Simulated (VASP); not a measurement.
# CaO (Fm-3m) in VASP: settings compared

Aim: see how the results for CaO move with the level of theory and the settings. Levels: r2SCAN, PBEsol. Tasks: single point, relaxation of volume and atoms at fixed shape.

Program: VASP 6.6.1. These are calculated values, not measurements. Logs are shortened: lines on timing, memory, paths and dates and some standing lists are left out, and cuts for length are marked.

**1. The cell of the first run**

Symmetry: Fm-3m, No. 225, cubic system. Conventional cell: a = 4.768 Å, b = 4.768 Å, c = 4.768 Å, α = 90.00°, β = 90.00°, γ = 90.00°. Within 3.1 Å of O (site symmetry m-3m) lie 6 Ca at 2.38 Å. Ca (site symmetry m-3m) has 6 O at 2.38 Å within 3.1 Å.

**2. Single point, r2SCAN**

Input file POSCAR:

```
CaO
1.0
    9.5352000000      0.0000000000      0.0000000000
    0.0000000000      9.5352000000      0.0000000000
    0.0000000000      0.0000000000      9.5352000000
O Ca
32 32
Direct
    0.2500000000      0.0000000000      0.0000000000
    0.2500000000      0.0000000000      0.5000000000
    0.2500000000      0.5000000000      0.0000000000
    0.2500000000      0.5000000000      0.5000000000
    0.7500000000      0.0000000000      0.0000000000
    0.7500000000      0.0000000000      0.5000000000
    0.7500000000      0.5000000000      0.0000000000
    0.7500000000      0.5000000000      0.5000000000
    0.0000000000      0.2500000000      0.0000000000
    0.0000000000      0.2500000000      0.5000000000
    0.0000000000      0.7500000000      0.0000000000
    0.0000000000      0.7500000000      0.5000000000
    0.5000000000      0.2500000000      0.0000000000
    0.5000000000      0.2500000000      0.5000000000
    0.5000000000      0.7500000000      0.0000000000
    0.5000000000      0.7500000000      0.5000000000
    0.0000000000      0.0000000000      0.2500000000
    0.0000000000      0.0000000000      0.7500000000
    0.0000000000      0.5000000000      0.2500000000
    0.0000000000      0.5000000000      0.7500000000
    0.5000000000      0.0000000000      0.2500000000
    0.5000000000      0.0000000000      0.7500000000
    0.5000000000      0.5000000000      0.2500000000
    0.5000000000      0.5000000000      0.7500000000
    0.2500000000      0.2500000000      0.2500000000
    0.2500000000      0.2500000000      0.7500000000
    0.2500000000      0.7500000000      0.2500000000
    0.2500000000      0.7500000000      0.7500000000
    0.7500000000      0.2500000000      0.2500000000
    0.7500000000      0.2500000000      0.7500000000
    0.7500000000      0.7500000000      0.2500000000
    0.7500000000      0.7500000000      0.7500000000
    0.0000000000      0.0000000000      0.0000000000
    0.0000000000      0.0000000000      0.5000000000
    0.0000000000      0.5000000000      0.0000000000
    0.0000000000      0.5000000000      0.5000000000
    0.5000000000      0.0000000000      0.0000000000
    0.5000000000      0.0000000000      0.5000000000
    0.5000000000      0.5000000000      0.0000000000
    0.5000000000      0.5000000000      0.5000000000
    0.2500000000      0.2500000000      0.0000000000
    0.2500000000      0.2500000000      0.5000000000
    0.2500000000      0.7500000000      0.0000000000
    0.2500000000      0.7500000000      0.5000000000
    0.7500000000      0.2500000000      0.0000000000
    0.7500000000      0.2500000000      0.5000000000
    0.7500000000      0.7500000000      0.0000000000
    0.7500000000      0.7500000000      0.5000000000
    0.2500000000      0.0000000000      0.2500000000
    0.2500000000      0.0000000000      0.7500000000
    0.2500000000      0.5000000000      0.2500000000
    0.2500000000      0.5000000000      0.7500000000
    0.7500000000      0.0000000000      0.2500000000
    0.7500000000      0.0000000000      0.7500000000
    0.7500000000      0.5000000000      0.2500000000
    0.7500000000      0.5000000000      0.7500000000
    0.0000000000      0.2500000000      0.2500000000
    0.0000000000      0.2500000000      0.7500000000
    0.0000000000      0.7500000000      0.2500000000
    0.0000000000      0.7500000000      0.7500000000
    0.5000000000      0.2500000000      0.2500000000
    0.5000000000      0.2500000000      0.7500000000
    0.5000000000      0.7500000000      0.2500000000
    0.5000000000      0.7500000000      0.7500000000
```

Input file INCAR.step1:

```
SYSTEM = CaO
PREC = Accurate ; ENCUT = 520
ISMEAR = -1 ; SIGMA = 0.05
LREAL = Auto ; LASPH = .TRUE.
NELM = 100 ; NBANDS = 294
GGA = PE ; ALGO = Normal
EDIFF = 1E-4 ; LWAVE = .TRUE.
LCHARG = .FALSE.
```

Input file INCAR.step2:

```
SYSTEM = CaO
PREC = Accurate ; ENCUT = 520
EDIFF = 1E-6 ; ISMEAR = -1
SIGMA = 0.05 ; LREAL = Auto
LASPH = .TRUE. ; NELM = 100
ALGO = Normal ; ISIF = 2
LWAVE = .FALSE. ; LCHARG = .TRUE.
METAGGA = R2SCAN ; LMIXTAU = .TRUE.
LELF = .TRUE. ; LVHAR = .TRUE.
NBANDS = 294 ; ISTART = 1
```

Input file KPOINTS:

```
Automatic mesh
0
G
  1 1 1
  0 0 0
```

Potentials or basis: VASP PAW PBE potentials, release 64 (O, Ca_sv).

Started as:

```sh
$ cat potpaw_PBE.64/O/POTCAR potpaw_PBE.64/Ca_sv/POTCAR > POTCAR
$ cp INCAR.step1 INCAR
$ mpirun -np 1 vasp_gam > vasp.out
$ cp INCAR.step2 INCAR
$ mpirun -np 1 vasp_gam > vasp.out
```

OUTCAR:

```text
SYSTEM = CaO
   PREC = Accurate
   ENCUT = 520
   EDIFF = 1E-6
   ISMEAR = -1
   LREAL = Auto
   LASPH = .TRUE.
   NELM = 100
   ISIF = 2
   METAGGA = R2SCAN
   ISTART = 1

 ion  position               nearest neighbor table
   1  0.250  0.000  0.000-  33 2.38  37 2.38  41 2.38  43 2.38  49 2.38  50 2.38
   2  0.250  0.000  0.500-  34 2.38  38 2.38  42 2.38  44 2.38  49 2.38  50 2.38
   3  0.250  0.500  0.000-  35 2.38  39 2.38  41 2.38  43 2.38  51 2.38  52 2.38
   4  0.250  0.500  0.500-  36 2.38  40 2.38  42 2.38  44 2.38  51 2.38  52 2.38
   5  0.750  0.000  0.000-  33 2.38  37 2.38  45 2.38  47 2.38  53 2.38  54 2.38
   6  0.750  0.000  0.500-  34 2.38  38 2.38  46 2.38  48 2.38  53 2.38  54 2.38
[... 56 lines left out ...]
  63  0.500  0.750  0.250-  15 2.38  16 2.38  21 2.38  23 2.38  27 2.38  31 2.38
  64  0.500  0.750  0.750-  15 2.38  16 2.38  22 2.38  24 2.38  28 2.38  32 2.38

  LATTYP: Found a simple cubic cell.
 ALAT       =     9.5352000000

  Lattice vectors:

 A1 = (   9.5352000000,   0.0000000000,   0.0000000000)
 A2 = (   0.0000000000,   9.5352000000,   0.0000000000)
 A3 = (   0.0000000000,   0.0000000000,   9.5352000000)

Analysis of symmetry for initial positions (statically):
=====================================================================
 Subroutine PRICEL returns following result:

  LATTYP: Found a face centered cubic cell.
 ALAT       =     4.7676000000

  Lattice vectors:

 A1 = (   2.3838000000,  -2.3838000000,   0.0000000000)
 A2 = (   2.3838000000,   0.0000000000,   2.3838000000)
 A3 = (   0.0000000000,  -2.3838000000,   2.3838000000)

  32 primitive cells build up your supercell.

 Routine SETGRP: Setting up the symmetry group for a
 simple cubic supercell.

 Subroutine GETGRP returns: Found 48 space group operations
 (whereof 48 operations were pure point group operations)
 out of a pool of 48 trial point group operations.

The static configuration has the point symmetry O_h .

Analysis of symmetry for dynamics (positions and initial velocities):
=====================================================================
 Subroutine PRICEL returns following result:

  LATTYP: Found a face centered cubic cell.
 ALAT       =     4.7676000000

  Lattice vectors:

 A1 = (   2.3838000000,  -2.3838000000,   0.0000000000)
 A2 = (   2.3838000000,   0.0000000000,   2.3838000000)
[... 89 lines left out ...]
   EDIFFG = 0.1E-04   stopping-criterion for IOM
   NSW    =      0    number of steps for IOM
   IBRION =     -1    ionic relax: 0-MD 1-quasi-New 2-CG
   NFREE  =      0    steps in history (QN), initial steepest desc. (CG)
   ISIF   =      2    stress and relaxation
   ISYM   =      2    0-nonsym 1-usesym 2-fastsym
   POTIM  = 0.5000    time-step for ionic-motion
   TEBEG  =    0.0;   TEEND  =   0.0 temperature during run
   PSTRESS=    0.0 pullay stress
   NELECT =     512.0000    total number of electrons
   NUPDOWN=      -1.0000    fix difference up-down
   EMIN   =  10.00;   EMAX   =-10.00  energy-range for DOS
   EFERMI =   0.00;   METHOD = LEGACY
   ISMEAR =    -1;   SIGMA  =   0.05  broadening in eV -4-tet -1-fermi 0-gaus
   EFERMI_NEDOS =   21; number of points for ismear=-14 and -15
   IALGO  =     38    algorithm
   IMIX   =      4    mixing-type and parameters
     AMIX     =   0.40;   BMIX     =  1.00
     AMIX_MAG =   1.60;   BMIX_MAG =  1.00
  volume/ion in A,a.u.               =      13.55        91.41
  Fermi-wavevector in a.u.,A,eV,Ry     =   1.373520  2.595577 25.668172  1.886557
  Thomas-Fermi vector in A             =   2.499030
   LORBIT       =      0    0 simple, 1 ext, 2 COOP (PROOUT), +10 PAW based schemes
   METAGGA = R2SCAN    functional components
   LHFCALC =     F    Hartree Fock is set to
   AEXX    =    0.0000 exact exchange contribution
   IVDW    =     0    specifies the selected vdW correction
   LEPSILON=     F    determine dielectric tensor
   LRPA    =     F    only Hartree local field effects (RPA)
 non-spin polarized calculation
  energy-cutoff  :      520.00
  volume of cell :      866.94
 maximum number of plane-waves:     11720
 NGX is ok and might be reduce to    70
   NGX = 35   NGY = 35   NGZ = 35

 number of electron     511.9999650 magnetization

 Free energy of the ion-electron system (eV)
  ---------------------------------------------------
  ext. energy  EPLUGINS =         0.00000000
  ---------------------------------------------------
  free energy    TOTEN  =      -619.67399236 eV

  energy without entropy =     -619.67399236  energy(sigma->0) =     -619.67399236

 E-fermi :   3.5046     XC(G=0): -11.2003

 val. band max:        2.2080456137   @ k =   0.0000   0.0000   0.0000
 cond. band min:       6.3276114304   @ k =   0.0000   0.0000   0.0000
 fundamental gap:      4.1195658166
 Fermi energy:         3.5045669111

 k-point     1 :       0.0000    0.0000    0.0000
  band No.  band energies     occupation
      1     -36.8228      2.00000
      2     -36.7490      2.00000
      3     -36.7490      2.00000
      4     -36.7490      2.00000
      5     -36.7490      2.00000
      6     -36.7490      2.00000
[... 260 lines left out ...]
    267       9.0557      0.00000
    268       9.0557      0.00000
 [bands above 268 left out]

------------------------ aborting loop because EDIFF is reached ----------------------------------------

  FORCE on cell =-STRESS in cart. coord.  units (eV):
  Direction    XX          YY          ZZ          XY          YZ          ZX
  --------------------------------------------------------------------------------------
  -------------------------------------------------------------------------------------
  Total       24.0383632     24.0383632     24.0383632      0.0000000     -0.0000000     -0.0000000
  in kB       44.4248587     44.4248587     44.4248587      0.0000000     -0.0000000     -0.0000000
  external PRESSURE =      44.4248587 kB  Pullay stress =       0.0000000 kB

 VOLUME and BASIS-vectors are now :
 -----------------------------------------------------------------------------
  energy-cutoff  :      520.00
  volume of cell :      866.94
      direct lattice vectors                 reciprocal lattice vectors
     9.535200000  0.000000000  0.000000000     0.104874570  0.000000000  0.000000000
     0.000000000  9.535200000  0.000000000     0.000000000  0.104874570  0.000000000
     0.000000000  0.000000000  9.535200000     0.000000000  0.000000000  0.104874570

 POSITION                                       TOTAL-FORCE (eV/Angst)
 -----------------------------------------------------------------------------------
      2.38380      0.00000      0.00000         0.000000      0.000000     -0.000000
      2.38380      0.00000      4.76760        -0.000000      0.000000     -0.000000
      2.38380      4.76760      0.00000         0.000000     -0.000000     -0.000000
      2.38380      4.76760      4.76760         0.000000      0.000000      0.000000
      7.15140      0.00000      0.00000        -0.000000     -0.000000      0.000000
      7.15140      0.00000      4.76760        -0.000000      0.000000      0.000000
[... 56 lines left out ...]
      4.76760      7.15140      2.38380         0.000000     -0.000000     -0.000000
      4.76760      7.15140      7.15140        -0.000000     -0.000000     -0.000000
 -----------------------------------------------------------------------------------
    total drift:                                0.000000      0.000000      0.000000

  FREE ENERGIE OF THE ION-ELECTRON SYSTEM (eV)
  ---------------------------------------------------
  free  energy   TOTEN  =      -619.6739923554 eV

  energy  without entropy=     -619.6739923554  energy(sigma->0) =     -619.67399236
```

It took 48 min on 1 thread of AMD EPYC, shared host; peak memory 0.87 GiB.

What came out:

```
Free energy            : -619.6740 eV
Pressure               : 4.4 GPa
Band gap on the k mesh : 4.12 eV
```

Caveat: the k points lie up to 0.66 Å⁻¹ apart; the PAW data sets were made with another functional, which shifts forces and pressure a little; an odd mesh through Γ misses points on the zone boundary, where band edges can lie.

**3. Relaxation of volume and atoms at fixed shape, PBEsol**

Input file INCAR:

```
SYSTEM = CaO
  PREC = Accurate
  ENCUT = 700
  EDIFF = 1E-7
  ISMEAR = -1
  SIGMA = 0.05
  LREAL = Auto
  LASPH = .TRUE.
  NELM = 120
  ALGO = Normal
  ISIF = 8
  LWAVE = .FALSE.
  LCHARG = .FALSE.
  GGA = PS
  IBRION = 2
  NSW = 100
  EDIFFG = -0.03
  ISYM = -1
  GGA_COMPAT = .FALSE.
  NELMIN = 4
  KPAR = 1
```

Input file KPOINTS:

```
explicit points
1
Reciprocal
  0.25000000   0.25000000   0.25000000 1
```

POSCAR is that of step 2.

Potentials or basis: VASP PAW PBE potentials, release 64 (O, Ca_sv).

Started as:

```sh
$ cat potpaw_PBE.64/O/POTCAR potpaw_PBE.64/Ca_sv/POTCAR > POTCAR
$ mpirun -np 4 vasp_std > vasp.out
```

Wall time 11 min (4 MPI ranks of Intel Xeon Platinum 8259CL at 2.50GHz (Skylake/Cascade Lake), shared host); peak memory 0.54 GiB.

Results (log left out):

* Free energy: -429.3141 eV
* Relaxed volume: 13.64 Å³/atom
* Relaxed cell: a = 9.556 Å, b = 9.556 Å, c = 9.556 Å, α = 90.00°, β = 90.00°, γ = 90.00°
* Space group after relaxing (to 0.1 Å): Fm-3m (No. 225)
* Energy gained by relaxing: 0.1 meV/atom
* Ionic steps: 2
* Pressure after relaxing: -0.3 GPa
* Band gap on the k mesh: 4.27 eV

The path:
| step | energy change (eV) | largest force (eV/Å) | pressure (GPa) | volume (Å³) |
| --- | --- | --- | --- | --- |
| 1 | 0.0000 | 0.0000 | 0.54 | 866.94 |
| 2 | -0.0056 | 0.0000 | -0.25 | 872.72 |

Levels at points of the mesh, in eV from the valence-band top:
```tsv
k point	band 254	band 255	band 256	band 257	band 258	band 259
(0.25, 0.25, 0.25)	-0.17	0.00	0.00	4.27	4.27	4.27
```

Caveat: the PAW data sets were made with another functional, which shifts forces and pressure a little; a shifted mesh leaves out Γ, where band edges can lie.
